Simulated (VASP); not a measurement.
# TiSi2 (Cmcm) in VASP: notebook, part 2 of 3

VASP 6.6.1. Earlier steps stand in the parts before.

## Step 3: Single point, PBEsol (13.54 Å³/atom)

This run uses another cell than the first one, of 13.54 Å³/atom.

INCAR

```
SYSTEM = TiSi2
PREC = Accurate ; ENCUT = 520
EDIFF = 1E-7 ; ISMEAR = 0
SIGMA = 0.15 ; LREAL = .False.
LASPH = .True. ; NELM = 100
ALGO = Normal ; ISIF = 2
LWAVE = .False. ; LCHARG = .True.
GGA = PS ; LELF = .True.
LVHAR = .True. ; NBANDS = 29
```

KPOINTS

```
regular mesh
0
Gamma
  14 14 12
  0 0 0
```

POSCAR

```
TiSi2
1.0
    1.7118080001     -6.8541202704      0.0000000000
    1.7118080001      6.8541202704      0.0000000000
    0.0000000000      0.0000000000      3.4612814201
Ti Si
2 4
Direct
    0.8975108623      0.1024891377      0.7500000000
    0.1024891377      0.8975108623      0.2500000000
    0.5599809709      0.4400190291      0.7500000000
    0.4400190291      0.5599809709      0.2500000000
    0.2497198722      0.7502801278      0.7500000000
    0.7502801278      0.2497198722      0.2500000000
```

Potentials or basis: VASP PAW PBE potentials, release 64 (Ti_sv, Si).

Started as:

```sh
$ cat potpaw_PBE.64/Ti_sv/POTCAR potpaw_PBE.64/Si/POTCAR > POTCAR
$ mpirun -np 1 vasp_std > vasp.out
```

OUTCAR:

```text
SYSTEM = TiSi2
   PREC = Accurate
   ENCUT = 520
   EDIFF = 1E-7
   ISMEAR = 0
   LREAL = .False.
   LASPH = .True.
   NELM = 100
   ISIF = 2
   GGA = PS

 ion  position               nearest neighbor table
   1  0.898  0.102  0.750-   4 2.50   4 2.50   4 2.50   4 2.50   5 2.65   5 2.65   6 2.66   6 2.66
                             3 2.81   3 2.81
   2  0.102  0.898  0.250-   3 2.50   3 2.50   3 2.50   3 2.50   6 2.65   6 2.65   5 2.66   5 2.66
                             4 2.81   4 2.81
   3  0.560  0.440  0.750-   4 2.39   4 2.39   2 2.50   2 2.50   2 2.50   2 2.50   1 2.81   1 2.81
                             5 3.11   5 3.11   6 3.13   6 3.13
   4  0.440  0.560  0.250-   3 2.39   3 2.39   1 2.50   1 2.50   1 2.50   1 2.50   2 2.81   2 2.81
                             6 3.11   6 3.11   5 3.13   5 3.13
   5  0.250  0.750  0.750-   6 2.43   6 2.43   6 2.43   6 2.43   1 2.65   1 2.65   2 2.66   2 2.66
                             3 3.11   3 3.11   4 3.13   4 3.13
   6  0.750  0.250  0.250-   5 2.43   5 2.43   5 2.43   5 2.43   2 2.65   2 2.65   1 2.66   1 2.66
                             4 3.11   4 3.11   3 3.13   3 3.13

  LATTYP: Found a base centered orthorhombic cell.
 ALAT       =     3.4236160002
 B/A-ratio  =     4.0040239735
 C/A-ratio  =     1.0110016485

  Lattice vectors:

 A1 = (   1.7118080001,  -6.8541202704,   0.0000000000)
 A2 = (   1.7118080001,   6.8541202704,   0.0000000000)
 A3 = (   0.0000000000,   0.0000000000,   3.4612814201)

Analysis of symmetry for initial positions (statically):
=====================================================================
 Subroutine PRICEL returns:
 Original cell was already a primitive cell.

 Routine SETGRP: Setting up the symmetry group for a
 base centered orthorhombic supercell.

 Subroutine GETGRP returns: Found  8 space group operations
 (whereof  4 operations were pure point group operations)
 out of a pool of  8 trial point group operations.

The static configuration has the point symmetry C_2h.
 The point group associated with its full space group is D_2h.

Analysis of symmetry for dynamics (positions and initial velocities):
=====================================================================
 Subroutine PRICEL returns:
 Original cell was already a primitive cell.

 Routine SETGRP: Setting up the symmetry group for a
 base centered orthorhombic supercell.

 Subroutine GETGRP returns: Found  8 space group operations
 (whereof  4 operations were pure point group operations)
 out of a pool of  8 trial point group operations.

The dynamic configuration has the point symmetry C_2h.
 The point group associated with its full space group is D_2h.

 Subroutine INISYM returns: Found  8 space group operations
 (whereof  4 operations are pure point group operations),
 and found     1 'primitive' translations

----------------------------------------------------------------------------------------

                                     Primitive cell

  volume of cell :      81.2220

  direct lattice vectors                    reciprocal lattice vectors
     1.711808000 -6.854120270  0.000000000     0.292088832 -0.072948822  0.000000000
     1.711808000  6.854120270  0.000000000     0.292088832  0.072948822  0.000000000
     0.000000000  0.000000000  3.461281420     0.000000000  0.000000000  0.288910342

  length of vectors
[... 52 lines left out ...]
  0.357143  0.000000  0.000000      4.000000
[... 16 lines left out ...]
  0.214286  0.142857  0.000000      4.000000
  0.285714  0.142857  0.000000      4.000000
 [... further k-points ...]
   k-points           NKPTS =    399   k-points in BZ     NKDIM =    399   number of bands    NBANDS=     29
   number of dos      NEDOS =    301   number of ions     NIONS =      6
   total plane-waves  NPLWV =  81648
   dimension x,y,z NGX =    54 NGY =   54 NGZ =   28
   dimension x,y,z NGXF=   108 NGYF=  108 NGZF=   56
   ions per type =               2   4
   NGX,Y,Z   is equivalent  to a cutoff of  12.71, 12.71, 13.45 a.u.
   NGXF,Y,Z  is equivalent  to a cutoff of  25.41, 25.41, 26.90 a.u.
 SYSTEM =  TiSi2
   PREC   = accura    normal or accurate (medium, high low for compatibility)
   ISTART =      0    job   : 0-new  1-cont  2-samecut
   ICHARG =      2    charge: 1-file 2-atom 10-const
   ISPIN  =      1    spin polarized calculation?
   LNONCOLLINEAR =      F non collinear calculations
   LSORBIT =      F    spin-orbit coupling
   LASPH  =      T    aspherical Exc in radial PAW
   ENCUT  =  520.0 eV  38.22 Ry    6.18 a.u.  13.14 13.14  6.44*2*pi/ulx,y,z
   NELM   =    100;   NELMIN=  2; NELMDL= -5     # of ELM steps
   EDIFF  = 0.1E-06   stopping-criterion for ELM
   LREAL  =      F    real-space projection
   EDIFFG = 0.1E-05   stopping-criterion for IOM
   NSW    =      0    number of steps for IOM
   IBRION =     -1    ionic relax: 0-MD 1-quasi-New 2-CG
   NFREE  =      0    steps in history (QN), initial steepest desc. (CG)
   ISIF   =      2    stress and relaxation
   ISYM   =      2    0-nonsym 1-usesym 2-fastsym
   POTIM  = 0.5000    time-step for ionic-motion
   TEBEG  =    0.0;   TEEND  =   0.0 temperature during run
   PSTRESS=    0.0 pullay stress
   NELECT =      40.0000    total number of electrons
   NUPDOWN=      -1.0000    fix difference up-down
   EMIN   =  10.00;   EMAX   =-10.00  energy-range for DOS
   EFERMI =   0.00;   METHOD = LEGACY
   ISMEAR =     0;   SIGMA  =   0.15  broadening in eV -4-tet -1-fermi 0-gaus
   EFERMI_NEDOS =   21; number of points for ismear=-14 and -15
   IALGO  =     38    algorithm
   IMIX   =      4    mixing-type and parameters
     AMIX     =   0.40;   BMIX     =  1.00
     AMIX_MAG =   1.60;   BMIX_MAG =  1.00
  volume/ion in A,a.u.               =      13.54        91.35
  Fermi-wavevector in a.u.,A,eV,Ry     =   1.292817  2.443069 22.740436  1.671375
  Thomas-Fermi vector in A             =   2.424501
   LORBIT       =      0    0 simple, 1 ext, 2 COOP (PROOUT), +10 PAW based schemes
   GGA     = PS    functional components
   LHFCALC =     F    Hartree Fock is set to
   AEXX    =    0.0000 exact exchange contribution
   IVDW    =     0    specifies the selected vdW correction
   LEPSILON=     F    determine dielectric tensor
   LRPA    =     F    only Hartree local field effects (RPA)
 non-spin polarized calculation
 Gauss-broadening in eV      SIGMA  =   0.15
  energy-cutoff  :      520.00
  volume of cell :       81.22
 maximum number of plane-waves:      2216
 NGX is ok and might be reduce to    54
   NGX = 27   NGY = 27   NGZ = 13

 number of electron      39.9999999 magnetization

 Free energy of the ion-electron system (eV)
  ---------------------------------------------------
  ext. energy  EPLUGINS =         0.00000000
  ---------------------------------------------------
  free energy    TOTEN  =       -43.53202350 eV

  energy without entropy =      -43.51587410  energy(sigma->0) =      -43.52394880

 E-fermi :  11.0565     XC(G=0): -11.9371

 val. band max:       11.0528718934   @ k =   0.5000   0.1429   0.0833
 cond. band min:      11.0581413995   @ k =   0.4286   0.3571   0.0000
 fundamental gap:      0.0052695061
 Fermi energy:        11.0564874410

 k-point     1 :       0.0000    0.0000    0.0000
  band No.  band energies     occupation
      1     -45.4059      2.00000
      2     -45.3956      2.00000
      3     -21.9085      2.00000
      4     -21.8246      2.00000
      5     -21.8107      2.00000
      6     -21.8107      2.00000
[... 757 lines left out ...]
     28      14.1226      0.00000
     29      14.6219      0.00000

 [... further k-points ...]

------------------------ aborting loop because EDIFF is reached ----------------------------------------

  FORCE on cell =-STRESS in cart. coord.  units (eV):
  Direction    XX          YY          ZZ          XY          YZ          ZX
  --------------------------------------------------------------------------------------
  -------------------------------------------------------------------------------------
  Total        5.2769896     -1.6687744      5.6649327      0.0000000     -0.0000000      0.0000000
  in kB      104.0933868    -32.9180836    111.7459150      0.0000000     -0.0000000      0.0000000
  external PRESSURE =      60.9737394 kB  Pullay stress =       0.0000000 kB

 VOLUME and BASIS-vectors are now :
 -----------------------------------------------------------------------------
  energy-cutoff  :      520.00
  volume of cell :       81.22
      direct lattice vectors                 reciprocal lattice vectors
     1.711808000 -6.854120270  0.000000000     0.292088832 -0.072948822  0.000000000
     1.711808000  6.854120270  0.000000000     0.292088832  0.072948822  0.000000000
     0.000000000  0.000000000  3.461281420     0.000000000  0.000000000  0.288910342

 POSITION                                       TOTAL-FORCE (eV/Angst)
 -----------------------------------------------------------------------------------
      1.71181     -5.44917      2.59596         0.000000      0.387883      0.000000
      1.71181      5.44917      0.86532         0.000000     -0.387883      0.000000
      1.71181     -0.82223      2.59596         0.000000      0.217799     -0.000000
      1.71181      0.82223      0.86532         0.000000     -0.217799     -0.000000
      1.71181      3.43090      2.59596         0.000000     -0.000511     -0.000000
      1.71181     -3.43090      0.86532         0.000000      0.000511     -0.000000
 -----------------------------------------------------------------------------------
    total drift:                                0.000000     -0.000000     -0.000000

  FREE ENERGIE OF THE ION-ELECTRON SYSTEM (eV)
  ---------------------------------------------------
  free  energy   TOTEN  =       -43.5320235048 eV

  energy  without entropy=      -43.5158740980  energy(sigma->0) =      -43.52394880
```

Wall time 12 min (1 thread of Intel Xeon 6975P-C (Granite Rapids), shared host); peak memory 0.84 GiB.

What came out:

```yaml
Free_energy: -43.5320 eV
Pressure: 6.1 GPa
Largest_force: 0.388 eV/Å
Band_gap_on_the_k_mesh: zero (bands 20 and 21 overlap by 1.03 eV)
```

Forces on the atoms (eV/Å):
```
Ti   0.000  0.388  0.000
Ti   0.000 -0.388  0.000
Si   0.000  0.218  0.000
Si   0.000 -0.218  0.000
Si   0.000 -0.001  0.000
Si   0.000  0.001  0.000
```

Caveat: the stress differs along the axes, from -3 to 11 GPa; the PAW data sets were made with another functional, which shifts forces and pressure a little.

## Step 4: Single point, PBEsol (13.91 Å³/atom)

This run uses another cell than the first one, of 13.91 Å³/atom.

INCAR

```
SYSTEM = TiSi2
  PREC = Accurate
  ENCUT = 520
  EDIFF = 1E-7
  ISMEAR = 0
  SIGMA = 0.15
  LREAL = .False.
  LASPH = .True.
  NELM = 80
  ALGO = Normal
  ISIF = 2
  LWAVE = .False.
  LCHARG = .False.
  GGA = PS
  NBANDS = 29
```

KPOINTS is that of step 3.

Edit POSCAR of step 3 so:

```diff
@@ -2,5 +2,5 @@
 1.0
-    1.7118080001     -6.8541202704      0.0000000000
-    1.7118080001      6.8541202704      0.0000000000
-    0.0000000000      0.0000000000      3.4612814201
+    1.7427565904     -6.7941454445      0.0000000000
+    1.7427565904      6.7941454445      0.0000000000
+    0.0000000000      0.0000000000      3.5238595718
 Ti Si
```

Started as:

```sh
$ cat potpaw_PBE.64/Ti_sv/POTCAR potpaw_PBE.64/Si/POTCAR > POTCAR
$ mpirun -np 1 vasp_std > vasp.out
```

Run time: 19 min. Hardware: 1 thread of AMD EPYC 9R45 (Zen 5), shared host; peak memory 0.83 GiB.

It converged, with:

| Property | Result |
| --- | --- |
| Free energy | -43.6710 eV |
| Pressure | 0.8 GPa |
| Largest force | 0.218 eV/Å |
| Band gap on the k mesh | zero (bands 20 and 21 overlap by 1.04 eV) |

Forces on the atoms (eV/Å):
```
Ti   0.000  0.218  0.000
Ti   0.000 -0.218  0.000
Si   0.000  0.132  0.000
Si   0.000 -0.132  0.000
Si   0.000  0.000  0.000
Si   0.000  0.000  0.000
```

Stress tensor (GPa, compression positive):
```
 2.77  0.00  0.00
 0.00 -3.28  0.00
 0.00  0.00  2.96
```

Levels at points of the mesh, in eV from the Fermi level:
```tsv
k point	band 16	band 17	band 18	band 19	band 20	band 21	band 22	band 23	band 24	band 25
(0.00, 0.00, 0.00)	-2.37	-2.25	-2.23	-1.93	0.49	0.84	0.87	0.91	1.25	1.42
(0.50, 0.00, 0.00)	-2.65	-1.69	-1.52	-0.71	-0.54	-0.51	1.39	1.58	1.76	1.83
(0.50, 0.50, 0.00)	-2.55	-2.41	-1.77	-1.31	0.42	0.70	0.81	0.93	1.24	2.13
(0.00, 0.00, 0.50)	-2.26	-1.77	-1.77	-0.02	-0.02	0.85	0.85	1.57	1.57	1.73
(0.50, 0.00, 0.50)	-4.05	-3.28	-3.28	-2.52	-2.52	1.75	1.75	1.98	1.98	2.49
(0.50, 0.50, 0.50)	-3.49	-2.03	-2.03	-0.80	-0.80	0.54	0.54	1.74	1.74	2.45
```

Caveat: the stress differs along the axes, from -3 to 3 GPa; the PAW data sets were made with another functional, which shifts forces and pressure a little.

## Step 5: Single point, PBEsol (13.54 Å³/atom)

This run uses another cell than the first one, of 13.54 Å³/atom.

INCAR

```
SYSTEM = TiSi2
PREC = Accurate ; ENCUT = 520
EDIFF = 1E-6 ; ISMEAR = 0
SIGMA = 0.15 ; LREAL = .False.
LASPH = .True. ; NELM = 80
ALGO = Normal ; ISIF = 2
LWAVE = .False. ; LCHARG = .True.
GGA = PS ; LELF = .True.
LVHAR = .True. ; NBANDS = 29
```

KPOINTS

```
Automatic mesh
0
Gamma
  14 14 12
  0 0 0
```

Edit POSCAR of step 4 so:

```diff
@@ -2,5 +2,5 @@
 1.0
-    1.7427565904     -6.7941454445      0.0000000000
-    1.7427565904      6.7941454445      0.0000000000
-    0.0000000000      0.0000000000      3.5238595718
+    1.6966119070     -6.9774511242      0.0000000000
+    1.6966119070      6.9774511242      0.0000000000
+    0.0000000000      0.0000000000      3.4305548698
 Ti Si
```

Started as:

```sh
$ cat potpaw_PBE.64/Ti_sv/POTCAR potpaw_PBE.64/Si/POTCAR > POTCAR
$ mpirun -np 1 vasp_std > vasp.out
```

It took 41 min on 1 thread of Intel Xeon 8259CL, shared host; peak memory 0.85 GiB.

Results (log left out):

```yaml
Free_energy: -43.3755 eV
Pressure: 7.2 GPa
Largest_force: 0.604 eV/Å
Band_gap_on_the_k_mesh: zero (bands 20 and 21 overlap by 0.98 eV)
```

Forces on the atoms (eV/Å):
```
Ti   0.000  0.604  0.000
Ti   0.000 -0.604  0.000
Si   0.000  0.390  0.000
Si   0.000 -0.390  0.000
Si   0.000 -0.005  0.000
Si   0.000  0.005  0.000
```

Stress tensor (GPa, compression positive):
```
13.65  0.00  0.00
 0.00 -6.46  0.00
 0.00  0.00 14.49
```

Levels at points of the mesh, in eV from the Fermi level:
```
           k point  band 18  band 19  band 20  band 21  band 22  band 23
(0.00, 0.00, 0.00)    -2.08    -1.72     0.61     0.91     0.95     0.98
(0.50, 0.00, 0.00)    -1.60    -0.86    -0.47    -0.35     1.61     1.70
(0.50, 0.50, 0.00)    -1.64    -1.51     0.56     0.80     0.98     1.09
(0.00, 0.00, 0.50)    -2.06     0.03     0.03     0.55     0.55     1.68
(0.50, 0.00, 0.50)    -3.52    -2.58    -2.58     1.61     1.61     2.20
(0.50, 0.50, 0.50)    -1.93    -0.62    -0.62     0.49     0.49     1.90
```

Caveat: the stress differs along the axes, from -6 to 14 GPa; the PAW data sets were made with another functional, which shifts forces and pressure a little.

[end of part 2 of 3]
